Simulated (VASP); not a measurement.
# HC18N: single point with PBE

Slab: HC18N, a slab with vacuum.

```xyz
20
Lattice="7.3980 0.0000 0.0000 -3.6990 6.4069 0.0000 0.0000 0.0000 12.0000" Properties=species:S:1:pos:R:3 pbc="T T T"
C    -0.0686   -0.1065    0.8879
C     1.1278    0.6546    1.2441
C    -1.2530    2.0574    0.8974
C    -0.0220    2.7875    0.9136
C    -2.4639    4.1934    1.0010
C    -1.2613    4.8829    1.1335
C     2.4334   -0.0749    1.4586
C     3.6853    0.6526    1.1530
C     1.2139    2.0953    0.9831
C     2.4350    2.7668    0.9894
C    -0.0251    4.1957    0.9945
C     1.2182    4.9023    0.9602
C     4.8986   -0.0758    0.9656
C     6.1198    0.6236    0.8577
C     3.6900    2.0405    1.0279
C     4.9278    2.7613    0.9337
C     2.4398    4.1948    0.9151
C     3.6708    4.9126    0.9287
N     1.5039    0.2555    2.6185
H     1.6560    1.1295    3.1465
```

| Property | Result |
| --- | --- |
| Program | VASP 6.6.1 |
| Task | single point |
| Functional | PBE |
| Potentials or basis | VASP PAW PBE potentials, release 64 (C, N, H) |
| Cutoff | 520 eV |
| k mesh | 2 × 2 × 1 |
| Occupations | gaussian, width 0.05 eV |
| Spin | no spin polarisation |

```yaml
Largest_force: 0.876 eV/Å
Band_gap_on_the_k_mesh: 0.26 eV, direct
```

Forces on the atoms (eV/Å):
```
C   -0.093  0.005 -0.180
C   -0.115 -0.006 -0.117
C   -0.088  0.032  0.033
C   -0.111 -0.021 -0.054
C   -0.133  0.072  0.040
C   -0.057 -0.001  0.016
C    0.161 -0.086 -0.041
C    0.001  0.061  0.032
C   -0.124 -0.070 -0.071
C   -0.118  0.000 -0.018
C   -0.084  0.003 -0.008
C   -0.138  0.043  0.078
C   -0.053  0.024  0.126
C   -0.082  0.048  0.011
C   -0.097  0.095 -0.005
C   -0.102  0.045  0.032
C   -0.140  0.044  0.091
C   -0.114  0.011 -0.026
N    0.680 -0.029  0.261
H    0.808 -0.272 -0.200
```

Levels at points of the mesh, in eV from the valence-band top:
```
           k point  band 37  band 38  band 39  band 40  band 41  band 42
(0.00, 0.00, 0.00)    -2.46    -0.94     0.00     0.26     1.30     3.16
(0.50, 0.00, 0.00)    -2.28    -2.12    -1.38     1.44     2.11     2.56
(0.00, 0.50, 0.00)    -2.31    -2.04    -1.42     1.43     2.10     2.57
(0.50, 0.50, 0.00)    -2.37    -2.03    -0.86     0.67     2.14     2.58
```

It took 4.9 min on 1 thread of Oxide Virtual Turin-like Processor, with other jobs on the host, peak memory 0.56 GiB.

Caveat: the k points lie up to 0.49 Å⁻¹ apart.
